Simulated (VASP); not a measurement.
BeAl2H2C, 6 atoms in the cell. Symmetry: P4/mmm, No. 123, tetragonal system. The conventional cell has a = 3.277 Å, b = 3.277 Å, c = 4.851 Å, α = 90.00°, β = 90.00°, γ = 90.00°. Be (site symmetry 4/mmm) has 4 H at 1.64 Å within 2.2 Å. Within 2.8 Å of Al (site symmetry 4mm) lie 4 H at 2.08 Å and 2 Al at 2.29 to 2.56 Å and 4 C at 2.58 Å and 4 Be at 2.65 Å. Within 2.2 Å of H (site symmetry mmm) lie 2 Be at 1.64 Å and 4 Al at 2.08 Å. Within 3.3 Å of C (site symmetry 4/mmm) lie 2 Be at 2.43 Å and 8 Al at 2.58 Å and 8 H at 2.93 Å and 4 C at 3.28 Å. The cell was built from a structure type or drawn by symmetry, and may not be a known phase.

| Quantity | Value |
| --- | --- |
| Program | VASP 6.6.1 |
| Task | relaxation of cell and atoms |
| Functional | PBE |
| Potentials or basis | VASP PAW PBE potentials, release 64 (Be, Al, H, C) |
| Cutoff | 600 eV |
| k mesh | 12 × 12 × 8 |
| Occupations | gaussian, width 0.1 eV |
| Spin | no spin polarisation |
| Dipole correction | no |
| Further INCAR settings | ALGO = Normal; EDIFF = 1e-06; IBRION = 2; EDIFFG = -0.01; NSW = 100; ISIF = 3 |

Potentials or basis: VASP PAW PBE potentials, release 64 (Be, Al, H, C).

Command:

```sh
$ cat potpaw_PBE.64/Be/POTCAR potpaw_PBE.64/Al/POTCAR potpaw_PBE.64/H/POTCAR potpaw_PBE.64/C/POTCAR > POTCAR
$ mpirun -np 1 vasp_std > vasp.out
```

Hardware: 1 thread of Intel(R) Xeon(R) 6975P-C (Granite Rapids), on a shared host.

**Question.** Estimate the wall time of this run.

**Answer.** It took 12 min on 1 thread of Intel(R) Xeon(R) 6975P-C (Granite Rapids), with other jobs on the host, peak memory 0.29 GiB. Counts: scf iterations 192, k points 140, ion steps 29.
